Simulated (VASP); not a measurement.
# Ru: relaxation of volume and atoms at fixed shape with r2SCAN

Crystal: Ru.

```
Ru
1.0
     2.70580    0.00000    0.00000
    -1.35290    2.34329    0.00000
     0.00000    0.00000    4.28190
Ru
2
Direct
  0.33333 0.66667 0.25000
  0.66667 0.33333 0.75000
```

| Item | Value |
| --- | --- |
| Program | VASP 6.6.1 |
| Task | relaxation of volume and atoms at fixed shape |
| Functional | r2SCAN |
| Potentials or basis | VASP PAW PBE potentials, release 64 (Ru_pv) |
| Cutoff | 600 eV |
| k mesh | 7 × 7 × 4 |
| Occupations | fermi-dirac, width 0.05 eV |
| Spin | no spin polarisation |
| Dipole correction | no |
| Further INCAR settings | ALGO = Normal; EDIFF = 1e-07; IBRION = 2; EDIFFG = -0.01; NSW = 80; ISIF = 8 |

The pressure after relaxing is 0.0 GPa and the band gap on the k mesh is zero (bands 14 and 15 overlap by 2.82 eV).

Stress tensor (GPa, compression positive):
```
 2.34  0.00  0.00
 0.00  2.34  0.00
 0.00  0.00 -4.69
```

Final structure:
```yaml
crystal:
  lattice:
    - [2.70580, 0.00000, 0.00000]
    - [-1.35290, 2.34329, 0.00000]
    - [0.00000, 0.00000, 4.28190]
  atoms:
    - { symbol: Ru, position: [0.33333, 0.66667, 0.25000] }
    - { symbol: Ru, position: [0.66667, 0.33333, 0.75000] }
```

Levels at points of the mesh, in eV from the Fermi level:
```tsv
k point	band 12	band 13	band 14	band 15	band 16	band 17
(0.00, 0.00, 0.00)	-1.99	-1.99	-1.48	-1.48	1.22	1.22
(0.00, 0.00, 0.50)	-2.88	-2.87	-2.87	0.55	0.55	0.55
```

It took 96 s on 1 thread of Intel Xeon 8259CL (shared host), peak memory 0.17 GiB.

Caveat: the k points lie up to 0.38 Å⁻¹ apart in the final cell, too coarse for converged energies and pressures of a metal; the PAW data sets were made with another functional, which shifts forces and pressure a little.
